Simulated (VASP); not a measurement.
Crystal: SnS3.

```
Sn S
1.0
     0.00000    3.40000    3.40000
     3.40000    0.00000    3.40000
     3.40000    3.40000    0.00000
Sn S
1 3
Direct
  0.00000 0.00000 0.00000
  0.50000 0.50000 0.50000
  0.25000 0.25000 0.25000
  0.75000 0.75000 0.75000
```

* Program: VASP 6.6.1
* Task: relaxation of cell and atoms
* Functional: PBE
* Potentials or basis: VASP PAW PBE potentials, release 64 (Sn_d, S)
* Cutoff: 500 eV
* k mesh: 6 × 6 × 6
* Occupations: fermi-dirac, width 0.02 eV
* Spin: no spin polarisation

At the start: pressure -3.2 GPa; volume 19.65 Å³/atom.

Problem. Where does the relaxation end?

Solution. Over 3 steps the energy falls by 10.6 meV/atom and the volume is 18.66 Å³/atom (-5.1 %); space group Fm-3m (No. 225, to 0.1 Å) before and after.

Step by step:
| step | energy change (eV) | largest force (eV/Å) | pressure (GPa) | volume (Å³) |
| --- | --- | --- | --- | --- |
| 1 | 0.0000 | 0.0000 | -3.24 | 78.61 |
| 2 | -0.0417 | 0.0000 | 0.45 | 74.17 |
| 3 | -0.0423 | 0.0000 | 0.01 | 74.63 |

Final structure:
```xyz
4
Lattice="0.0000 3.3416 3.3416 3.3416 0.0000 3.3416 3.3416 3.3416 0.0000" Properties=species:S:1:pos:R:3 pbc="T T T"
Sn    0.0000    0.0000    0.0000
S     3.3416    3.3416    3.3416
S     1.6708    1.6708    1.6708
S     5.0124    5.0124    5.0124
```
